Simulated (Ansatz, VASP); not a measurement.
Two plane-wave programs on In

```xyz
4
Lattice="3.3638 0.0000 0.0000 -1.6819 2.9132 0.0000 0.0000 0.0000 10.7997" Properties=species:S:1:pos:R:3 pbc="T T T"
In    1.6819    0.9711    8.0998
In    0.0000    0.0000    5.3999
In    0.0000    1.9421    2.6999
In    0.0000    0.0000    0.0000
```

Alike in both runs: task single point; functional PBE; k mesh 9 × 9 × 3; occupations fermi-dirac, width 0.05 eV; no spin polarisation.

```csv
,VASP,Ansatz
version,VASP 6.6.1,Ansatz 0.2.0
potentials or method,"VASP PAW PBE potentials, release 64 (In_d)",Ansatz PAW
plane-wave cutoff (eV),520,420
valence electrons in the cell,52,52
```

|  | VASP | Ansatz | Ansatz less VASP |
| --- | --- | --- | --- |
| gap on the k mesh at the Fermi level (eV) | none | none | - |
| pressure (GPa) | 1.6 | 1.6 | +0.04 |
| traceless stress, the component that is largest in VASP (GPa) | 0.47 | 0.48 | +0.004 |

A gap of «none» marks a metal or a gap that the smearing closes. With one functional, cell and mesh, what is left measures potentials, basis and numerics.
